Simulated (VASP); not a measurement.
# TaN (P-6m2) in VASP: notebook

Runs on TaN. Level: PBEsol. Tasks: single point.

All numbers are computed with VASP 6.6.1; they aren't measurements. Logs are shortened: lines on timing, memory, paths and dates and some standing lists are left out, and cuts for length are marked.

## (1) The cell of the first run

It takes space group P-6m2 (No. 187, hexagonal). Conventional cell: a = 2.938 Å, b = 2.938 Å, c = 2.883 Å, α = 90.00°, β = 90.00°, γ = 120.00°. Ta (site symmetry -6m2) has 6 N at 2.23 Å and 2 Ta at 2.88 Å within 2.9 Å. Within 2.9 Å of N (site symmetry -6m2) lie 6 Ta at 2.23 Å and 2 N at 2.88 Å.

## (2) Single point, PBEsol

INCAR reads:

```
  PREC = Accurate
  ENCUT = 520
  EDIFF = 1E-6
  ISMEAR = 0
  SIGMA = 0.15
  LREAL = F
  LASPH = T
  NELM = 80
  ALGO = Normal
  ISIF = 2
  LWAVE = F
  LCHARG = F
  GGA = PS
  NBANDS = 15
```

KPOINTS reads:

```
Automatic mesh
0
Gamma
  24 24 18
```

POSCAR reads:

```
TaN
1.0
    2.9379988584      0.0000000000      0.0000000000
   -1.4689994292      2.5443816477      0.0000000000
    0.0000000000      0.0000000000      2.8830000000
Ta N
1 1
Direct
    0.3333333333      0.6666666667      0.5000000000
    0.0000000000      0.0000000000      0.0000000000
```

Potentials or basis: VASP PAW PBE potentials, release 64 (Ta_pv, N).

Started as:

```
$ cat potpaw_PBE.64/Ta_pv/POTCAR potpaw_PBE.64/N/POTCAR > POTCAR
$ mpirun -np 1 vasp_std > vasp.out
```

OUTCAR:

```text
PREC = Accurate
   ENCUT = 520
   EDIFF = 1E-6
   ISMEAR = 0
   LREAL = F
   LASPH = T
   NELM = 80
   ISIF = 2
   GGA = PS

 ion  position               nearest neighbor table
   1  0.333  0.667  0.500-   2 2.23   2 2.23   2 2.23   2 2.23   2 2.23   2 2.23
   2  0.000  0.000  0.000-   1 2.23   1 2.23   1 2.23   1 2.23   1 2.23   1 2.23

  LATTYP: Found a hexagonal cell.
 ALAT       =     2.9379988584
 C/A-ratio  =     0.9812801635

  Lattice vectors:

 A1 = (   2.9379988584,   0.0000000000,   0.0000000000)
 A2 = (  -1.4689994292,   2.5443816477,   0.0000000000)
 A3 = (   0.0000000000,   0.0000000000,   2.8830000000)

Analysis of symmetry for initial positions (statically):
=====================================================================
 Subroutine PRICEL returns:
 Original cell was already a primitive cell.

 Routine SETGRP: Setting up the symmetry group for a
 hexagonal supercell.

 Subroutine GETGRP returns: Found 12 space group operations
 (whereof 12 operations were pure point group operations)
 out of a pool of 24 trial point group operations.

The static configuration has the point symmetry D_3h.

Analysis of symmetry for dynamics (positions and initial velocities):
=====================================================================
 Subroutine PRICEL returns:
 Original cell was already a primitive cell.

 Routine SETGRP: Setting up the symmetry group for a
 hexagonal supercell.

 Subroutine GETGRP returns: Found 12 space group operations
 (whereof 12 operations were pure point group operations)
 out of a pool of 24 trial point group operations.

The dynamic configuration has the point symmetry D_3h.

 Subroutine INISYM returns: Found 12 space group operations
 (whereof 12 operations are pure point group operations),
 and found     1 'primitive' translations

----------------------------------------------------------------------------------------

                                     Primitive cell

  volume of cell :      21.5516

  direct lattice vectors                    reciprocal lattice vectors
     2.937998858  0.000000000  0.000000000     0.340367729  0.196511400  0.000000000
    -1.468999429  2.544381648  0.000000000     0.000000000  0.393022800  0.000000000
     0.000000000  0.000000000  2.883000000     0.000000000  0.000000000  0.346860909

  length of vectors
     2.937998858  2.937998858  2.883000000     0.393022800  0.393022800  0.346860909

  position of ions in fractional coordinates (direct lattice)
     0.333333333  0.666666667  0.500000000
[... 89 lines left out ...]
   NELECT =      16.0000    total number of electrons
   NUPDOWN=      -1.0000    fix difference up-down
   EMIN   =  10.00;   EMAX   =-10.00  energy-range for DOS
   EFERMI =   0.00;   METHOD = LEGACY
   ISMEAR =     0;   SIGMA  =   0.15  broadening in eV -4-tet -1-fermi 0-gaus
   EFERMI_NEDOS =   21; number of points for ismear=-14 and -15
   IALGO  =     38    algorithm
   IMIX   =      4    mixing-type and parameters
     AMIX     =   0.40;   BMIX     =  1.00
     AMIX_MAG =   1.60;   BMIX_MAG =  1.00
  volume/ion in A,a.u.               =      10.78        72.72
  Fermi-wavevector in a.u.,A,eV,Ry     =   1.482366  2.801265 29.897546  2.197408
  Thomas-Fermi vector in A             =   2.596161
   LORBIT       =      0    0 simple, 1 ext, 2 COOP (PROOUT), +10 PAW based schemes
   GGA     = PS    functional components
   LHFCALC =     F    Hartree Fock is set to
   AEXX    =    0.0000 exact exchange contribution
   IVDW    =     0    specifies the selected vdW correction
   LEPSILON=     F    determine dielectric tensor
   LRPA    =     F    only Hartree local field effects (RPA)
 non-spin polarized calculation
 Gauss-broadening in eV      SIGMA  =   0.15
  energy-cutoff  :      520.00
  volume of cell :       21.55
 maximum number of plane-waves:       605
 NGX is ok and might be reduce to    24
   NGX = 11   NGY = 11   NGZ = 11

 number of electron      16.0000001 magnetization

 Free energy of the ion-electron system (eV)
  ---------------------------------------------------
  ext. energy  EPLUGINS =         0.00000000
  ---------------------------------------------------
  free energy    TOTEN  =       -23.80295558 eV

  energy without entropy =      -23.80214815  energy(sigma->0) =      -23.80255186

 E-fermi :   8.0708     XC(G=0): -13.5052

 val. band max:        8.0675176356   @ k =   0.0417   0.0000   0.4444
 cond. band min:       8.0977158054   @ k =   0.0000   0.0000   0.3889
 fundamental gap:      0.0301981698
 Fermi energy:         8.0707737850

 k-point     1 :       0.0000    0.0000    0.0000
  band No.  band energies     occupation
      1     -26.6871      2.00000
      2     -26.4213      2.00000
      3     -26.4213      2.00000
      4      -9.6441      2.00000
      5       3.5295      2.00000
      6       3.5295      2.00000
      7       3.8662      2.00000
      8       5.1833      2.00000
      9      10.3070      0.00000
     10      11.6901      0.00000
     11      11.6901      0.00000
     12      12.0712      0.00000
     13      12.0712      0.00000
     14      21.0985      0.00000
[... 401 lines left out ...]
      2     -26.6670      2.00000
      3     -26.5424      2.00000
      4      -7.3138      2.00000
      5      -0.1895      2.00000
      6       2.9049      2.00000
      7       4.3696      2.00000
      8       5.1636      2.00000
      9      10.9345      0.00000
     10      12.0297      0.00000
     11      13.1341      0.00000
     12      13.4671      0.00000
     13      15.7931      0.00000
     14      19.4653      0.00000
     15      21.4771      0.00000

 [... further k-points ...]

------------------------ aborting loop because EDIFF is reached ----------------------------------------

  FORCE on cell =-STRESS in cart. coord.  units (eV):
  Direction    XX          YY          ZZ          XY          YZ          ZX
  --------------------------------------------------------------------------------------
  -------------------------------------------------------------------------------------
  Total       -0.5474572     -0.5474572     -0.5518048      0.0000000     -0.0000000      0.0000000
  in kB      -40.6988615    -40.6988615    -41.0220676      0.0000000     -0.0000000      0.0000000
  external PRESSURE =     -40.8065969 kB  Pullay stress =       0.0000000 kB

 VOLUME and BASIS-vectors are now :
 -----------------------------------------------------------------------------
  energy-cutoff  :      520.00
  volume of cell :       21.55
      direct lattice vectors                 reciprocal lattice vectors
     2.937998858  0.000000000  0.000000000     0.340367729  0.196511400  0.000000000
    -1.468999429  2.544381648  0.000000000     0.000000000  0.393022800  0.000000000
     0.000000000  0.000000000  2.883000000     0.000000000  0.000000000  0.346860909

 POSITION                                       TOTAL-FORCE (eV/Angst)
 -----------------------------------------------------------------------------------
     -0.00000      1.69625      1.44150         0.000000      0.000000      0.000000
      0.00000      0.00000      0.00000        -0.000000     -0.000000      0.000000
 -----------------------------------------------------------------------------------
    total drift:                                0.000000     -0.000000     -0.000000

  FREE ENERGIE OF THE ION-ELECTRON SYSTEM (eV)
  ---------------------------------------------------
  free  energy   TOTEN  =       -23.8029555770 eV

  energy  without entropy=      -23.8021481493  energy(sigma->0) =      -23.80255186
```

Run time: 71 s. Hardware: 1 thread of Intel Xeon Platinum 8488C (Sapphire Rapids), shared host; peak memory 0.31 GiB.

Results:

```yaml
Free_energy: -23.8030 eV
Pressure: -4.1 GPa
Band_gap_on_the_k_mesh: zero (band 8 reaches 8.30 eV, above the bottom of band 9 at 7.99 eV)
```

Levels at points of the mesh, in eV from the Fermi level:
| k point | band 5 | band 6 | band 7 | band 8 | band 9 | band 10 | band 11 | band 12 |
| --- | --- | --- | --- | --- | --- | --- | --- | --- |
| (0.00, 0.00, 0.00) | -4.54 | -4.54 | -4.20 | -2.89 | 2.24 | 3.62 | 3.62 | 4.00 |
| (0.50, 0.00, 0.00) | -8.29 | -5.18 | -3.48 | -3.14 | 3.01 | 4.06 | 5.23 | 5.32 |
| (0.00, 0.00, 0.50) | -9.36 | -3.72 | -3.72 | -0.08 | -0.08 | 2.46 | 3.32 | 3.32 |
| (0.50, 0.00, 0.50) | -7.32 | -6.18 | -5.67 | -0.33 | 4.18 | 5.38 | 6.09 | 7.11 |

Caveat: the PAW data sets were made with another functional, which shifts forces and pressure a little; spin-orbit coupling is left out, which moves the levels of the heavy elements.

## (3) Single point, PBEsol

INCAR reads:

```
PREC = Accurate ; ENCUT = 520
EDIFF = 1E-6 ; ISMEAR = 0
SIGMA = 0.15 ; LREAL = F
LASPH = T ; NELM = 100
ALGO = Normal ; ISIF = 2
LWAVE = F ; LCHARG = F
GGA = PS ; NBANDS = 15
```

KPOINTS reads:

```
regular mesh
0
Gamma
  18 18 16
```

POSCAR is that of step 2.

Potentials or basis: VASP PAW PBE potentials, release 64 (Ta_pv, N).

Started as:

```
$ cat potpaw_PBE.64/Ta_pv/POTCAR potpaw_PBE.64/N/POTCAR > POTCAR
$ mpirun -np 1 vasp_std > vasp.out
```

Wall time 38 s (1 thread of Intel Xeon Platinum 8488C (Sapphire Rapids), shared host); peak memory 0.23 GiB.

Results (log left out):

```yaml
Free_energy: -23.8031 eV
Pressure: -4.1 GPa
Band_gap_on_the_k_mesh: zero (band 8 reaches 8.41 eV, above the bottom of band 9 at 7.99 eV)
```

Levels at points of the mesh, in eV from the Fermi level:
| k point | band 5 | band 6 | band 7 | band 8 | band 9 | band 10 | band 11 | band 12 |
| --- | --- | --- | --- | --- | --- | --- | --- | --- |
| (0.00, 0.00, 0.00) | -4.53 | -4.53 | -4.19 | -2.88 | 2.25 | 3.63 | 3.63 | 4.01 |
| (0.50, 0.00, 0.00) | -8.28 | -5.16 | -3.47 | -3.13 | 3.02 | 4.08 | 5.24 | 5.34 |
| (0.00, 0.00, 0.50) | -9.35 | -3.71 | -3.71 | -0.07 | -0.07 | 2.47 | 3.33 | 3.33 |
| (0.50, 0.00, 0.50) | -7.31 | -6.17 | -5.66 | -0.32 | 4.19 | 5.39 | 6.10 | 7.12 |

Caveat: the PAW data sets were made with another functional, which shifts forces and pressure a little; spin-orbit coupling is left out, which moves the levels of the heavy elements.
